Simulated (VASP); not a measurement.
## AlN: single point with PBE

The system is AlN.

```
Al N
1.0
     3.11100    0.00000    0.00000
    -1.55550    2.69421    0.00000
     0.00000    0.00000    4.97800
Al N
2 2
Direct
  0.33333 0.66667 0.00000
  0.66667 0.33333 0.50000
  0.36162 0.68081 0.38012
  0.66667 0.33333 0.88500
```

This cell differs from its parent crystal: atom 3 (N) moved -0.080 Å towards its neighbour atom 2 (Al) at 1.885 Å.

| Quantity | Value |
| --- | --- |
| Program | VASP 6.6.1 |
| Task | single point |
| Functional | PBE |
| Potentials or basis | VASP PAW PBE potentials, release 64 (Al, N) |
| Cutoff | 520 eV |
| k mesh | 12 × 12 × 6 |
| Occupations | gaussian, width 0.05 eV |
| Spin | no spin polarisation |

```
Pressure               : 4.2 GPa
Largest force          : 1.067 eV/Å
Band gap on the k mesh : 4.17 eV, direct
```

Forces on the atoms (eV/Å):
```
Al   0.093  0.053  0.041
Al   0.770  0.444  0.112
N   -0.907 -0.524  0.203
N    0.045  0.026 -0.356
```

Stress tensor (GPa, compression positive):
```
 2.88 -2.54  1.12
-2.54  5.81  0.65
 1.12  0.65  3.85
```

Levels at points of the mesh, in eV from the valence-band top:
```tsv
k point	band 6	band 7	band 8	band 9	band 10	band 11
(0.00, 0.00, 0.00)	-0.29	-0.24	0.00	4.17	6.62	10.56
(0.50, 0.00, 0.00)	-2.20	-1.62	-0.80	5.49	5.86	8.06
(0.00, 0.50, 0.00)	-2.11	-1.90	-0.71	5.74	5.92	8.17
(0.00, 0.00, 0.50)	-0.62	-0.61	-0.42	6.40	6.44	10.15
(0.50, 0.00, 0.50)	-1.52	-1.52	-1.43	5.36	5.42	9.09
(0.00, 0.50, 0.50)	-1.47	-1.36	-1.30	5.19	5.24	9.18
```

Run time: 4.8 min on 1 thread of AMD EPYC 7R13 (shared host), peak memory 0.23 GiB.

Caveat: the cell differs from its parent crystal (atom 3 (N) moved -0.080 Å towards its neighbour atom 2 (Al) at 1.885 Å); forces of over 1 eV/Å act on the atoms, so gaps and moduli don't describe the material at rest. A k mesh can miss the band edges.
